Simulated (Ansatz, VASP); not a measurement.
**PbF2 in VASP and in Ansatz**

File INCAR:

```
PREC = Accurate ; ENCUT = 520
EDIFF = 1E-7 ; ISMEAR = -5
SIGMA = 0.1 ; LREAL = False
LASPH = True ; NELM = 60
ALGO = Normal ; ISIF = 2
LWAVE = False ; LCHARG = False
GGA = PE ; NBANDS = 21
```

The input KPOINTS:

```
Automatic mesh
0
Gamma
  7 7 7
```

POSCAR

```
PbF2
1.0
    0.0000000000      2.9579484323      2.9579484323
    2.9579484323      0.0000000000      2.9579484323
    2.9579484323      2.9579484323      0.0000000000
Pb F
1 2
Direct
   -0.0450000000     -0.0450000000     -0.0450000000
    0.7950000000      0.7950000000      0.7950000000
    0.2500000000      0.2500000000      0.2500000000
```

Input for Ansatz:

```yaml
crystal:
  lattice:
    - [0.0, 2.9579484323, 2.9579484323]
    - [2.9579484323, 0.0, 2.9579484323]
    - [2.9579484323, 2.9579484323, 0.0]
  atoms:
    - { symbol: Pb, position: [-0.045, -0.045, -0.045] }
    - { symbol: F, position: [0.795, 0.795, 0.795] }
    - { symbol: F, position: [0.25, 0.25, 0.25] }
kpoints:
  mp_grid: { grid: [7, 7, 7] }
scf:
  occupations: { method: tetrahedron }
hamiltonian:
  xc: pbe
  pseudopotentials: { kind: nc }
output:
  forces: true
  stress: true
  eigenvalues: true
  populations: true
```

Alike in both runs: task single point; functional PBE; k mesh 7 × 7 × 7; occupations tetrahedron; no spin polarisation.

|  | VASP | Ansatz |
| --- | --- | --- |
| version | VASP 6.6.1 | Ansatz 0.2.0 |
| potentials or method | VASP PAW PBE potentials, release 64 (Pb_d, F) | norm-conserving pseudopotentials, scalar-relativistic |
| plane-wave cutoff (eV) | 520 | 1320 |
| valence electrons in the cell | 28 | 28 |

```tsv
	VASP	Ansatz	Ansatz less VASP
gap on the k mesh at the Fermi level (eV)	3.83	3.84	+0.017
rms of the force components (eV/Å)	10.253	10.859	+0.6058
```

Atom by atom the forces differ by 0.606 eV/Å (rms over components). Ansatz's warnings: band table not solved further, tetrahedron derivatives may miss energy slope.

Neither program's run includes spin-orbit coupling.
